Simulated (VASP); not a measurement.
# KZnF3 (Cmmm) in VASP: further runs, part 2 of 2

VASP 6.6.1. The steps go on from the part before.

**5. Single point, LDA (strain +0.0075 x Voigt [0, 0, 0, 1, 0, 0])**

Input file INCAR:

```
SYSTEM = KZnF3
ALGO = Normal ; EDIFF = 1E-6
ENCUT = 520 ; ISIF = 2
ISMEAR = 0 ; LASPH = .TRUE.
LCHARG = .FALSE. ; LREAL = .FALSE.
LWAVE = .FALSE. ; NBANDS = 29
NELM = 60 ; PREC = Accurate
SIGMA = 0.05
```

Input file KPOINTS:

```
k-points
0
G
  6 6 6
  0 0 0
```

Input file POSCAR:

```
KZnF3
1.0
    4.0500000000      0.0000000000      0.0000000000
    0.0000000000      4.0500000000      0.0151875000
    0.0000000000      0.0151875000      4.0500000000
K Zn F
1 1 3
Direct
    0.0000000000      0.0000000000      0.0000000000
    0.5000000000      0.5000000000      0.5000000000
    0.5000000000      0.5000000000      0.0000000000
    0.0000000000      0.5000000000      0.5000000000
    0.5000000000      0.0000000000      0.5000000000
```

Potentials or basis: VASP PAW LDA potentials, release 64 (K_sv, Zn, F).

The run is started by

```sh
$ cat potpaw_LDA.64/K_sv/POTCAR potpaw_LDA.64/Zn/POTCAR potpaw_LDA.64/F/POTCAR > POTCAR
$ mpirun -np 1 vasp_std > vasp.out
```

OUTCAR:

```text
SYSTEM = KZnF3
   EDIFF = 1E-6
   ENCUT = 520
   ISIF = 2
   ISMEAR = 0
   LASPH = .TRUE.
   LREAL = .FALSE.
   NELM = 60
   PREC = Accurate

 ion  position               nearest neighbor table
   1  0.000  0.000  0.000-   4 2.85   4 2.85
   2  0.500  0.500  0.500-   4 2.02   4 2.02   5 2.03   3 2.03   5 2.03   3 2.03
   3  0.500  0.500  0.000-   2 2.03   2 2.03
   4  0.000  0.500  0.500-   2 2.02   2 2.02   1 2.85   1 2.85
   5  0.500  0.000  0.500-   2 2.03   2 2.03

  LATTYP: Found a base centered orthorhombic cell.
 ALAT       =     5.7060865591
 B/A-ratio  =     1.0075282309
 C/A-ratio  =     0.7097684127

  Lattice vectors:

 A1 = (   0.0000000000,  -0.0151875000,  -4.0500000000)
 A2 = (   0.0000000000,   4.0500000000,   0.0151875000)
 A3 = (   4.0500000000,   0.0000000000,   0.0000000000)

Analysis of symmetry for initial positions (statically):
=====================================================================
 Subroutine PRICEL returns:
 Original cell was already a primitive cell.

 Routine SETGRP: Setting up the symmetry group for a
 base centered orthorhombic supercell.

 Subroutine GETGRP returns: Found  8 space group operations
 (whereof  8 operations were pure point group operations)
 out of a pool of  8 trial point group operations.

The static configuration has the point symmetry D_2h.

Analysis of symmetry for dynamics (positions and initial velocities):
=====================================================================
 Subroutine PRICEL returns:
 Original cell was already a primitive cell.

 Routine SETGRP: Setting up the symmetry group for a
 base centered orthorhombic supercell.

 Subroutine GETGRP returns: Found  8 space group operations
 (whereof  8 operations were pure point group operations)
 out of a pool of  8 trial point group operations.

[... 123 lines left out ...]
   IALGO  =     38    algorithm
   IMIX   =      4    mixing-type and parameters
     AMIX     =   0.40;   BMIX     =  1.00
     AMIX_MAG =   1.60;   BMIX_MAG =  1.00
  volume/ion in A,a.u.               =      13.29        89.66
  Fermi-wavevector in a.u.,A,eV,Ry     =   1.405093  2.655240 26.861780  1.974285
  Thomas-Fermi vector in A             =   2.527588
   LORBIT       =      0    0 simple, 1 ext, 2 COOP (PROOUT), +10 PAW based schemes
   GGA     = CA    functional components
   LHFCALC =     F    Hartree Fock is set to
   AEXX    =    0.0000 exact exchange contribution
   IVDW    =     0    specifies the selected vdW correction
   LEPSILON=     F    determine dielectric tensor
   LRPA    =     F    only Hartree local field effects (RPA)
 non-spin polarized calculation
 Gauss-broadening in eV      SIGMA  =   0.05
  energy-cutoff  :      520.00
  volume of cell :       66.43
 maximum number of plane-waves:      1807
   NGX = 15   NGY = 15   NGZ = 15

 number of electron      41.9999978 magnetization

 Free energy of the ion-electron system (eV)
  ---------------------------------------------------
  ext. energy  EPLUGINS =         0.00000000
  ---------------------------------------------------
  free energy    TOTEN  =       -23.06397850 eV

  energy without entropy =      -23.06397850  energy(sigma->0) =      -23.06397850

 E-fermi :  -0.8772     XC(G=0): -10.5966

 val. band max:       -1.2017405302   @ k =   0.5000   0.5000   0.5000
 cond. band min:       2.3918035988   @ k =   0.0000   0.0000   0.0000
 fundamental gap:      3.5935441290
 Fermi energy:        -0.8772237063

 k-point     1 :       0.0000    0.0000    0.0000
  band No.  band energies     occupation
      1     -27.7305      2.00000
      2     -22.3665      2.00000
      3     -21.6972      2.00000
      4     -21.6969      2.00000
      5     -11.4692      2.00000
      6     -11.4656      2.00000
[... 757 lines left out ...]
     28      10.5678      0.00000
     29      11.3812      0.00000

 [... further k-points ...]

------------------------ aborting loop because EDIFF is reached ----------------------------------------

  FORCE on cell =-STRESS in cart. coord.  units (eV):
  Direction    XX          YY          ZZ          XY          YZ          ZX
  --------------------------------------------------------------------------------------
  -------------------------------------------------------------------------------------
  Total       -1.8051997     -1.8042093     -1.8042093      0.0000000     -0.1017210      0.0000000
  in kB      -43.5388427    -43.5149537    -43.5149537      0.0000000     -2.4533661      0.0000000
  external PRESSURE =     -43.5229167 kB  Pullay stress =       0.0000000 kB

 VOLUME and BASIS-vectors are now :
 -----------------------------------------------------------------------------
  energy-cutoff  :      520.00
  volume of cell :       66.43
      direct lattice vectors                 reciprocal lattice vectors
     4.050000000  0.000000000  0.000000000     0.246913580  0.000000000  0.000000000
     0.000000000  4.050000000  0.015187500     0.000000000  0.246917053 -0.000925939
     0.000000000  0.015187500  4.050000000     0.000000000 -0.000925939  0.246917053

 POSITION                                       TOTAL-FORCE (eV/Angst)
 -----------------------------------------------------------------------------------
      0.00000      0.00000      0.00000         0.000000      0.000000      0.000000
      2.02500      2.03259      2.03259         0.000000      0.000000      0.000000
      2.02500      2.02500      0.00759         0.000000     -0.000000      0.000000
      0.00000      2.03259      2.03259         0.000000      0.000000      0.000000
      2.02500      0.00759      2.02500         0.000000     -0.000000      0.000000
 -----------------------------------------------------------------------------------
    total drift:                                0.000000      0.000000     -0.000000

  FREE ENERGIE OF THE ION-ELECTRON SYSTEM (eV)
  ---------------------------------------------------
  free  energy   TOTEN  =       -23.0639784968 eV

  energy  without entropy=      -23.0639784968  energy(sigma->0) =      -23.06397850
```

It took 75 s on 1 thread of Oxide Virtual Turin-like, shared host; peak memory 0.18 GiB.

What came out:

* Free energy: -23.0640 eV
* Pressure: -4.4 GPa
* Band gap on the k mesh: 3.59 eV (least direct gap 5.38 eV)

Stress tensor (GPa, compression positive):
```
-4.35  0.00  0.00
 0.00 -4.35 -0.25
 0.00 -0.25 -4.35
```

Caveat: the cell differs from its parent crystal (strain +0.0075 x Voigt [0, 0, 0, 1, 0, 0]); the cell stands under tension. A k mesh can miss the band edges.

**6. Single point, LDA (strain +0.0025 x Voigt [0, 0, 0, 1, 0, 0])**

Input file INCAR:

```
PREC     = Accurate       # precision mode
ENCUT    = 520            # plane-wave cutoff, eV
EDIFF    = 1E-6           # SCF threshold, eV
ISMEAR   = 0              # smearing method
SIGMA    = 0.05           # smearing width, eV
LREAL    = False          # projectors in reciprocal space
LASPH    = True           # aspherical terms in the spheres
NELM     = 100            # most SCF steps
ALGO     = Normal         # electronic algorithm
ISIF     = 2              # what is computed and relaxed
LWAVE    = False          # write WAVECAR
LCHARG   = False          # write CHGCAR
GGA      = CA             # functional
NBANDS   = 29             # bands
```

Input file KPOINTS:

```
regular mesh
0
Gamma
  6 6 6
```

POSCAR, as its differences from that of step 5:

```diff
@@ -3,4 +3,4 @@
     4.0500000000      0.0000000000      0.0000000000
-    0.0000000000      4.0500000000      0.0151875000
-    0.0000000000      0.0151875000      4.0500000000
+    0.0000000000      4.0500000000      0.0050625000
+    0.0000000000      0.0050625000      4.0500000000
 K Zn F
```

Potentials or basis: VASP PAW LDA potentials, release 64 (K_sv, Zn, F).

The run is started by

```sh
$ cat potpaw_LDA.64/K_sv/POTCAR potpaw_LDA.64/Zn/POTCAR potpaw_LDA.64/F/POTCAR > POTCAR
$ mpirun -np 1 vasp_std > vasp.out
```

It took 78 s on 1 thread of Oxide Virtual Turin-like, shared host; peak memory 0.18 GiB.

It converged, with:

- Free energy: -23.0643 eV
- Pressure: -4.3 GPa
- Band gap on the k mesh: 3.59 eV (least direct gap 5.39 eV)

Stress tensor (GPa, compression positive):
```
-4.35  0.00  0.00
 0.00 -4.35 -0.08
 0.00 -0.08 -4.35
```

Levels at points of the mesh, in eV from the valence-band top:
```tsv
k point	band 19	band 20	band 21	band 22	band 23	band 24
(0.00, 0.00, 0.00)	-1.81	-1.80	-1.80	3.59	8.47	8.47
(0.50, 0.00, 0.00)	-1.67	-1.67	-1.63	6.40	8.04	9.47
(0.00, 0.50, 0.00)	-1.67	-1.67	-1.63	6.40	8.04	9.47
(0.50, 0.50, 0.00)	-1.77	-1.44	0.00	7.88	9.89	9.89
(0.00, 0.50, 0.50)	-1.77	-1.44	0.00	7.88	9.89	9.89
(0.50, 0.50, 0.50)	-1.42	0.00	0.00	8.21	8.22	8.23
```

Caveat: the cell differs from its parent crystal (strain +0.0025 x Voigt [0, 0, 0, 1, 0, 0]); the cell stands under tension. A k mesh can miss the band edges.

**7. Summary**

```csv
cell,gap on the mesh (eV),pressure (GPa)
"a = 4.050 Å, angles 89.7, 90.0, 90.0°, 5 atoms",3.59,-4.4
"a = 4.050 Å, angles 89.0, 90.0, 90.0°, 5 atoms",3.59,-4.3
"a = 4.050 Å, angles 89.3, 90.0, 90.0°, 5 atoms",3.59,-4.4
"a = 4.050 Å, angles 89.6, 90.0, 90.0°, 5 atoms",3.59,-4.4
"a = 4.050 Å, angles 89.9, 90.0, 90.0°, 5 atoms",3.59,-4.3
```

Alike in all rows: task single point; level LDA; potentials or basis VASP PAW LDA potentials, release 64 (K_sv, Zn, F); no spin polarisation; k mesh 6 × 6 × 6; cutoff (eV) 520; smearing gaussian 0.05 eV.

Caveats: the cell stands under tension.

Absolute energies hang on the potentials; compare differences alone.
